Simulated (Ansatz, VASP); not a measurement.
## HfN in VASP and in Ansatz

The input INCAR:

```
SYSTEM = HfN
  PREC = Accurate
  ENCUT = 520
  EDIFF = 1E-6
  ISMEAR = 0
  SIGMA = 0.15
  LREAL = .False.
  LASPH = .True.
  NELM = 100
  ALGO = Normal
  ISIF = 2
  LWAVE = .False.
  LCHARG = .False.
  GGA = PS
  NBANDS = 23
```

KPOINTS

```
Automatic mesh
0
Gamma
  14 14 10
  0 0 0
```

File POSCAR:

```
HfN
1.0
    0.0000000000     -2.2508000098     -2.2508000098
    0.0000000000      2.2508000098     -2.2508000098
    4.5016000196      0.0000000000      0.0000000000
Hf N
2 2
Direct
    0.5099108154      0.4900891846      0.5000000000
   -0.0099108154      0.0099108154      0.0000000000
    0.5047527378      0.4952472622      0.0000000000
   -0.0047527378      0.0047527378      0.5000000000
```

Input for Ansatz:

```yaml
crystal:
  lattice:
    - [0.0, -2.2508000098, -2.2508000098]
    - [0.0, 2.2508000098, -2.2508000098]
    - [4.5016000196, 0.0, 0.0]
  atoms:
    - { symbol: Hf, position: [0.5099108154, 0.4900891846, 0.5] }
    - { symbol: Hf, position: [-0.0099108154, 0.0099108154, 0.0] }
    - { symbol: "N", position: [0.5047527378, 0.4952472622, 0.0] }
    - { symbol: "N", position: [-0.0047527378, 0.0047527378, 0.5] }
basis:
  ecutwfc: 520.0
kpoints:
  mp_grid: { grid: [14, 14, 10] }
hamiltonian:
  xc: pbesol
  pseudopotentials: { kind: paw, azcp: { folder: soft_1 } }
scf:
  occupations: { method: gaussian, width: 0.15 }
output:
  forces: true
  stress: true
  eigenvalues: true
```

Change from the starting cell: mode 4 frozen in at -0.043 Å and mode 11 at -0.045 Å (largest displacements).

Alike in both runs: task single point; functional PBEsol; k mesh 14 × 14 × 10; occupations gaussian, width 0.15 eV; no spin polarisation.

|  | VASP | Ansatz |
| --- | --- | --- |
| version | VASP 6.6.1 | Ansatz 0.2.0 |
| potentials or method | VASP PAW PBE potentials, release 64 (Hf_pv, N), cutoff 520 eV | scalar-relativistic, plane waves, PAW |
| valence electrons in the cell | 30 | 62 |

Ansatz gave:

| Item | Value |
| --- | --- |
| gap on the k mesh at the Fermi level (eV) | none |
| pressure (GPa) | 0.7 |
| traceless stress, the component that is largest in VASP (GPa) | 1.43 |
| rms of the force components (eV/Å) | 0.450 |

Task: Estimate VASP's values.

Result: gap on the k mesh at the Fermi level (eV): none; pressure (GPa): -1.4; traceless stress, the component that is largest in VASP (GPa): 1.42; rms of the force components (eV/Å): 0.446.

VASP's potentials were made for PBE, not for PBEsol, and Ansatz warns of the same on its side. Atom by atom the forces differ by 0.004 eV/Å (rms over components). A gap of «none» marks a metal or a gap that the smearing closes. With one functional, cell and mesh, what is left measures potentials, basis and numerics. VASP's potentials hold 30 valence electrons a cell and Ansatz's 62, so a difference there can come from the potentials and not from the codes.

Spin-orbit coupling is off throughout.
